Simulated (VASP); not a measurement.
# W (P6_3/mmc) in VASP: a series of runs

W is run at these levels: r2SCAN; tasks: relaxation of cell and atoms.

Program: VASP 6.6.1. These are calculated values, not measurements. Logs are shortened: lines on timing, memory, paths and dates and some standing lists are left out, and cuts for length are marked.

## Step 1: The cell of the first run

It takes space group P6_3/mmc (No. 194, hexagonal). Conventional cell: a = 2.901 Å, b = 2.901 Å, c = 9.356 Å, α = 90.00°, β = 90.00°, γ = 120.00°. Within 3.8 Å of W (site symmetry -3m) lie 12 W at 2.88 to 2.90 Å. Within 3.8 Å of W (site symmetry -6m2) lie 12 W at 2.88 to 2.90 Å.

This isn't the form of W at room conditions, which is bcc.

## Step 2: Relaxation of cell and atoms, r2SCAN

POSCAR

```
W
1.0
    2.9009331593      0.0000000000      0.0000000000
   -1.4504665796      2.5122818107      0.0000000000
    0.0000000000      0.0000000000      9.3560820043
W
4
Direct
    0.0000000000      0.0000000000      0.0000000000
    0.0000000000      0.0000000000      0.5000000000
    0.3333333333      0.6666666667      0.7500000000
    0.6666666667      0.3333333333      0.2500000000
```

INCAR.step1

```
SYSTEM = W
PREC = Accurate
ENCUT = 600
ISMEAR = 0
SIGMA = 0.1
LREAL = .FALSE.
LASPH = .TRUE.
NELM = 80
GGA = PE
ALGO = Normal
EDIFF = 1E-4
LWAVE = .TRUE.
LCHARG = .FALSE.
```

INCAR.step2

```
SYSTEM = W
PREC = Accurate
ENCUT = 600
EDIFF = 1E-7
ISMEAR = 0
SIGMA = 0.1
LREAL = .FALSE.
LASPH = .TRUE.
NELM = 80
ALGO = Normal
ISIF = 3
LWAVE = .FALSE.
LCHARG = .FALSE.
METAGGA = R2SCAN
LMIXTAU = .TRUE.
IBRION = 2
NSW = 90
EDIFFG = -0.04
ISTART = 1
```

KPOINTS

```
Automatic mesh
0
G
  6 6 2
  0 0 0
```

Potentials or basis: VASP PAW PBE potentials, release 64 (W_sv).

Run with:

```
$ cat potpaw_PBE.64/W_sv/POTCAR > POTCAR
$ cp INCAR.step1 INCAR
$ mpirun -np 1 vasp_std > vasp.out
$ cp INCAR.step2 INCAR
$ mpirun -np 1 vasp_std > vasp.out
```

OUTCAR:

```text
SYSTEM = W
   PREC = Accurate
   ENCUT = 600
   EDIFF = 1E-7
   ISMEAR = 0
   LREAL = .FALSE.
   LASPH = .TRUE.
   NELM = 80
   ISIF = 3
   METAGGA = R2SCAN
   IBRION = 2
   NSW = 90
   EDIFFG = -0.04
   ISTART = 1

 ion  position               nearest neighbor table
   1  0.000  0.000  0.000-   3 2.88   4 2.88   4 2.88   3 2.88   4 2.88   3 2.88
   2  0.000  0.000  0.500-   3 2.88   4 2.88   4 2.88   3 2.88   4 2.88   3 2.88
   3  0.333  0.667  0.750-   1 2.88   2 2.88   1 2.88   2 2.88   1 2.88   2 2.88
   4  0.667  0.333  0.250-   1 2.88   2 2.88   1 2.88   2 2.88   1 2.88   2 2.88

  LATTYP: Found a hexagonal cell.
 ALAT       =     2.9009331593
 C/A-ratio  =     3.2251973729

  Lattice vectors:

 A1 = (   2.9009331593,   0.0000000000,   0.0000000000)
 A2 = (  -1.4504665796,   2.5122818107,   0.0000000000)
 A3 = (   0.0000000000,   0.0000000000,   9.3560820043)

Analysis of symmetry for initial positions (statically):
=====================================================================
 Subroutine PRICEL returns:
 Original cell was already a primitive cell.

 Routine SETGRP: Setting up the symmetry group for a
 hexagonal supercell.

 Subroutine GETGRP returns: Found 24 space group operations
 (whereof 12 operations were pure point group operations)
 out of a pool of 24 trial point group operations.

The static configuration has the point symmetry D_3d.
 The point group associated with its full space group is D_6h.

Analysis of symmetry for dynamics (positions and initial velocities):
=====================================================================
 Subroutine PRICEL returns:
 Original cell was already a primitive cell.

 Routine SETGRP: Setting up the symmetry group for a
 hexagonal supercell.

 Subroutine GETGRP returns: Found 24 space group operations
 (whereof 12 operations were pure point group operations)
 out of a pool of 24 trial point group operations.

The dynamic configuration has the point symmetry D_3d.
 The point group associated with its full space group is D_6h.

 Subroutine INISYM returns: Found 24 space group operations
 (whereof 12 operations are pure point group operations),
 and found     1 'primitive' translations

----------------------------------------------------------------------------------------

                                     Primitive cell

  volume of cell :      68.1868

  direct lattice vectors                    reciprocal lattice vectors
     2.900933159  0.000000000  0.000000000     0.344716664  0.199022259  0.000000000
    -1.450466580  2.512281811  0.000000000     0.000000000  0.398044517  0.000000000
     0.000000000  0.000000000  9.356082004     0.000000000  0.000000000  0.106882347
[... 77 lines left out ...]
   EDIFF  = 0.1E-06   stopping-criterion for ELM
   LREAL  =      F    real-space projection
   EDIFFG = -.4E-01   stopping-criterion for IOM
   NSW    =     90    number of steps for IOM
   IBRION =      2    ionic relax: 0-MD 1-quasi-New 2-CG
   NFREE  =      1    steps in history (QN), initial steepest desc. (CG)
   ISIF   =      3    stress and relaxation
   ISYM   =      2    0-nonsym 1-usesym 2-fastsym
   POTIM  = 0.5000    time-step for ionic-motion
   TEBEG  =    0.0;   TEEND  =   0.0 temperature during run
   PSTRESS=    0.0 pullay stress
   NELECT =      56.0000    total number of electrons
   NUPDOWN=      -1.0000    fix difference up-down
   EMIN   =  10.00;   EMAX   =-10.00  energy-range for DOS
   EFERMI =   0.00;   METHOD = LEGACY
   ISMEAR =     0;   SIGMA  =   0.10  broadening in eV -4-tet -1-fermi 0-gaus
   EFERMI_NEDOS =   21; number of points for ismear=-14 and -15
   IALGO  =     38    algorithm
   IMIX   =      4    mixing-type and parameters
     AMIX     =   0.40;   BMIX     =  1.00
     AMIX_MAG =   1.60;   BMIX_MAG =  1.00
  volume/ion in A,a.u.               =      17.05       115.04
  Fermi-wavevector in a.u.,A,eV,Ry     =   1.533101  2.897141 31.979121  2.350399
  Thomas-Fermi vector in A             =   2.640215
   LORBIT       =      0    0 simple, 1 ext, 2 COOP (PROOUT), +10 PAW based schemes
   METAGGA = R2SCAN    functional components
   LHFCALC =     F    Hartree Fock is set to
   AEXX    =    0.0000 exact exchange contribution
   IVDW    =     0    specifies the selected vdW correction
   LEPSILON=     F    determine dielectric tensor
   LRPA    =     F    only Hartree local field effects (RPA)
 conjugate gradient relaxation of ions
 non-spin polarized calculation
 Gauss-broadening in eV      SIGMA  =   0.10
  energy-cutoff  :      600.00
  volume of cell :       68.19
 maximum number of plane-waves:      2292
 NGX is ok and might be reduce to    24
   NGX = 11   NGY = 11   NGZ = 37

--------------------------------------- Ionic step        1  -------------------------------------------

 number of electron      56.0000005 magnetization

 Free energy of the ion-electron system (eV)
  ---------------------------------------------------
  ext. energy  EPLUGINS =         0.00000000
  ---------------------------------------------------
  free energy    TOTEN  =      -202.70616943 eV

  energy without entropy =     -202.66471200  energy(sigma->0) =     -202.68544072

 E-fermi :   9.8439     XC(G=0): -14.4902

 val. band max:        9.8294292553   @ k =   0.1667   0.1667   0.0000
 cond. band min:       9.8908470205   @ k =   0.0000   0.0000   0.0000
 fundamental gap:      0.0614177652
 Fermi energy:         9.8439291021

 k-point     1 :       0.0000    0.0000    0.0000
  band No.  band energies     occupation
      1     -65.8573      2.00000
      2     -65.8130      2.00000
      3     -65.7934      2.00000
      4     -65.7487      2.00000
      5     -29.8946      2.00000
      6     -29.3633      2.00000
[... 600 lines left out ...]
  FREE ENERGIE OF THE ION-ELECTRON SYSTEM (eV)
  ---------------------------------------------------
  free  energy   TOTEN  =      -202.8752324389 eV

  energy  without entropy=     -202.8374838250  energy(sigma->0) =     -202.85635813

[... ionic steps 4 to 10 ...]

--------------------------------------- Ionic step       11  -------------------------------------------

 number of electron      56.0000003 magnetization

------------------------ aborting loop because EDIFF is reached ----------------------------------------
[... 71 lines left out ...]
--------------------------------------- Ionic step       13  -------------------------------------------

 number of electron      56.0000003 magnetization

 Free energy of the ion-electron system (eV)
  ---------------------------------------------------
  ext. energy  EPLUGINS =         0.00000000
  ---------------------------------------------------
  free energy    TOTEN  =      -203.16375240 eV

  energy without entropy =     -203.14925966  energy(sigma->0) =     -203.15650603

 E-fermi :  10.4365     XC(G=0): -14.7237

 val. band max:       10.3997422493   @ k =   0.5000   0.0000   0.0000
 cond. band min:      10.4746816304   @ k =   0.0000   0.0000   0.0000
 fundamental gap:      0.0749393810
 Fermi energy:        10.4365475820

 k-point     1 :       0.0000    0.0000    0.0000
  band No.  band energies     occupation
      1     -65.3035      2.00000
      2     -65.2807      2.00000
      3     -65.2329      2.00000
      4     -65.2098      2.00000
      5     -29.3866      2.00000
      6     -28.9366      2.00000
[... 524 lines left out ...]
  FREE ENERGIE OF THE ION-ELECTRON SYSTEM (eV)
  ---------------------------------------------------
  free  energy   TOTEN  =      -203.1637523987 eV

  energy  without entropy=     -203.1492596614  energy(sigma->0) =     -203.15650603

 reached required accuracy - stopping structural energy minimisation
```

It took 14 min on 1 thread of Intel Xeon 6975P-C (Granite Rapids), shared host; peak memory 0.25 GiB.

Results:

- Free energy: -203.1638 eV
- Relaxed volume: 16.40 Å³/atom
- Relaxed cell: a = 2.770 Å, b = 2.770 Å, c = 9.876 Å, α = 90.00°, β = 90.00°, γ = 120.00°
- Space group after relaxing (to 0.1 Å): P6_3/mmc (No. 194)
- Energy gained by relaxing: 114.4 meV/atom
- Ionic steps: 13
- Pressure after relaxing: 0.0 GPa
- Band gap on the k mesh: zero (bands 28 and 29 overlap by 1.53 eV)

Step by step:
| step | energy change (eV) | largest force (eV/Å) | pressure (GPa) | volume (Å³) |
| --- | --- | --- | --- | --- |
| 1 | 0.0000 | 0.0000 | -12.05 | 68.19 |
| 2 | 1.1163 | 0.0000 | 58.26 | 56.25 |
| 3 | -0.1691 | 0.0000 | 1.94 | 64.77 |
| 4 | -0.1699 | 0.0000 | 2.83 | 64.57 |
| 5 | -0.3668 | 0.0000 | 12.22 | 63.15 |
| 6 | -0.3777 | 0.0000 | 10.64 | 63.36 |
| 7 | -0.4192 | 0.0000 | -2.50 | 66.37 |
| 8 | -0.4475 | 0.0000 | 2.51 | 65.16 |
| 9 | -0.4475 | 0.0000 | 2.29 | 65.21 |
| 10 | -0.4573 | 0.0000 | -0.03 | 65.64 |
| 11 | -0.4574 | 0.0000 | -0.39 | 65.71 |
| 12 | -0.4574 | 0.0000 | -0.33 | 65.70 |
| 13 | -0.4576 | 0.0000 | -0.03 | 65.62 |

Final structure:
```
W
1.0
     2.76982    0.00000    0.00000
    -1.38491    2.39874    0.00000
     0.00000    0.00000    9.87603
W
4
Cartesian
  2.7698 0.0000 0.0000
  2.7698 0.0000 4.9380
  0.0000 1.5992 7.4070
  1.3849 0.7996 2.4690
```

Caveat: the k points lie up to 0.44 Å⁻¹ apart in the final cell, too coarse for converged energies and pressures of a metal; the PAW data sets were made with another functional, which shifts forces and pressure a little; spin-orbit coupling is left out, which moves the levels of the heavy elements.

## Step 3: Relaxation of cell and atoms, r2SCAN

This run uses another cell than the first one, of 16.34 Å³/atom.

POSCAR

```
W
1.0
    2.7656173692      0.0000000000      0.0000000000
   -1.3828086846      2.3950948989      0.0000000000
    0.0000000000      0.0000000000      9.8669796411
W
4
Direct
    0.0000000000      0.0000000000      0.0000000000
    0.0000000000      0.0000000000      0.5000000000
    0.3333333333      0.6666666667      0.7500000000
    0.6666666667      0.3333333333      0.2500000000
```

INCAR.step1

```
  PREC = Accurate
  ENCUT = 600
  ISMEAR = 0
  SIGMA = 0.1
  LREAL = False
  LASPH = True
  NELM = 60
  GGA = PE
  ALGO = Normal
  EDIFF = 1E-4
  LWAVE = True
  LCHARG = False
```

INCAR.step2

```
  PREC = Accurate
  ENCUT = 600
  EDIFF = 1E-6
  ISMEAR = 0
  SIGMA = 0.1
  LREAL = False
  LASPH = True
  NELM = 60
  ALGO = Normal
  ISIF = 3
  LWAVE = False
  LCHARG = False
  METAGGA = R2SCAN
  LMIXTAU = True
  IBRION = 2
  NSW = 90
  EDIFFG = -0.04
  ISTART = 1
```

KPOINTS

```
regular mesh
0
Gamma
  9 9 2
```

Potentials or basis: VASP PAW PBE potentials, release 64 (W_sv).

Run with:

```
$ cat potpaw_PBE.64/W_sv/POTCAR > POTCAR
$ cp INCAR.step1 INCAR
$ mpirun -np 1 vasp_std > vasp.out
$ cp INCAR.step2 INCAR
$ mpirun -np 1 vasp_std > vasp.out
```

It took 6.3 min on 1 thread of Intel Xeon 6975P-C (Granite Rapids), shared host; peak memory 0.25 GiB.

Results (log left out):

| Item | Value |
| --- | --- |
| Free energy | -203.2112 eV |
| Energy gained by relaxing | 0.6 meV/atom |
| Ionic steps | 5 |
| Pressure after relaxing | 0.0 GPa |
| Band gap on the k mesh | zero (bands 28 and 29 overlap by 1.60 eV) |

Step by step:
| step | energy change (eV) | largest force (eV/Å) | pressure (GPa) | volume (Å³) |
| --- | --- | --- | --- | --- |
| 1 | 0.0000 | 0.0000 | 0.26 | 65.36 |
| 2 | 0.0033 | 0.0000 | -1.38 | 65.61 |
| 3 | -0.0021 | 0.0000 | -0.40 | 65.45 |
| 4 | -0.0014 | 0.0000 | 1.01 | 65.14 |
| 5 | -0.0022 | 0.0000 | 0.01 | 65.36 |

Final structure:
```yaml
crystal:
  lattice:
    - [2.77104, 0.00000, 0.00000]
    - [-1.38552, 2.39979, 0.00000]
    - [0.00000, 0.00000, 9.82915]
  atoms:
    - { symbol: W, position: [0.00000, 0.00000, 0.00000] }
    - { symbol: W, position: [0.00000, 0.00000, 0.50000] }
    - { symbol: W, position: [0.33333, 0.66667, 0.75000] }
    - { symbol: W, position: [0.66667, 0.33333, 0.25000] }
```

Levels at points of the mesh, in eV from the Fermi level:
```csv
k point,band 25,band 26,band 27,band 28,band 29,band 30,band 31,band 32
"(0.00, 0.00, 0.00)",-0.58,-0.51,-0.45,-0.45,-0.16,-0.16,0.00,0.00
"(0.00, 0.00, 0.50)",-0.47,-0.47,-0.47,-0.47,-0.15,-0.15,-0.15,-0.15
```

Caveat: the PAW data sets were made with another functional, which shifts forces and pressure a little; spin-orbit coupling is left out, which moves the levels of the heavy elements.
